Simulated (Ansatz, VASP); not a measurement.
## Fe4Si in VASP and in Ansatz

```
CELL_PARAMETERS angstrom
3.92188 0.00000 0.00000
-1.96094 3.39645 0.00000
0.00000 0.00000 4.77716
ATOMIC_POSITIONS crystal
Fe 0.33333 0.66667 0.50000
Fe 0.66667 0.33333 0.75519
Fe 0.66667 0.33333 0.24481
Fe 0.33333 0.66667 0.00000
Si 0.00000 0.00000 0.50000
```

Alike in both runs: functional PBE; k mesh 12 × 12 × 8; occupations gaussian, width 0.1 eV; collinear spin.

Ansatz relaxed the structure, and its values are those at the end. VASP's run is a single point on that final structure, the one shown.

|  | VASP | Ansatz |
| --- | --- | --- |
| version | VASP 6.6.1 | Ansatz 0.2.0 |
| potentials or method | VASP PAW PBE potentials, release 64 (Fe, Si), cutoff 520 eV | scalar-relativistic, plane waves, PAW |
| valence electrons in the cell | 36 | 68 |

Ansatz gave:

| Item | Value |
| --- | --- |
| gap on the k mesh at the Fermi level (eV) | none |
| pressure (GPa) | 0.0 |
| rms of the force components (eV/Å) | 0.000 |
| net moment per atom (μB) | 1.67 |
| size of the moment on the site where the two differ most (μB) | 1.45 |

Problem. Estimate VASP's values.

Solution. gap on the k mesh at the Fermi level (eV): none; pressure (GPa): -0.1; rms of the force components (eV/Å): 0.007; net moment per atom (μB): 1.67; size of the moment on the site where the two differ most (μB): 1.43.

Site moments also hang on the region over which each program counts them. A gap of «none» marks a metal or a gap that the smearing closes. VASP's potentials hold 36 valence electrons a cell and Ansatz's 68, so a difference there can come from the potentials and not from the codes.
